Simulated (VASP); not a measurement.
SrMg, 2 atoms in the cell. The structure is cubic, space group Pm-3m (No. 221). Conventional cell: a = 4.190 Å, b = 4.190 Å, c = 4.190 Å, α = 90.00°, β = 90.00°, γ = 90.00°. Within 4.8 Å of Sr (site symmetry m-3m) lie 8 Mg at 3.63 Å and 6 Sr at 4.19 Å. Within 4.8 Å of Mg (site symmetry m-3m) lie 8 Sr at 3.63 Å and 6 Mg at 4.19 Å. 

| Item | Value |
| --- | --- |
| Program | VASP 6.6.1 |
| Task | relaxation of cell and atoms |
| Functional | PBEsol |
| Potentials or basis | VASP PAW PBE potentials, release 64 (Sr_sv, Mg) |
| Cutoff | 600 eV |
| k mesh | 10 × 10 × 10 |
| Occupations | methfessel-paxton, width 0.02 eV |
| Spin | no spin polarisation |
| Dipole correction | no |
| Further INCAR settings | ALGO = Normal; EDIFF = 1e-07; IBRION = 2; EDIFFG = -0.03; NSW = 80; ISIF = 3 |

Potentials or basis: VASP PAW PBE potentials, release 64 (Sr_sv, Mg).

Run with:

```console
$ cat potpaw_PBE.64/Sr_sv/POTCAR potpaw_PBE.64/Mg/POTCAR > POTCAR
$ mpirun -np 1 vasp_std > vasp.out
```

Hardware: 1 thread of AMD EPYC 7R13 Processor (Zen 3), on a shared host.

**Question.** Estimate the wall time of this run.

**Answer.** It took 85 s on 1 thread of AMD EPYC 7R13 Processor (Zen 3) (shared host), peak memory 0.23 GiB. Counts: scf iterations 31, k points 56, ion steps 3.
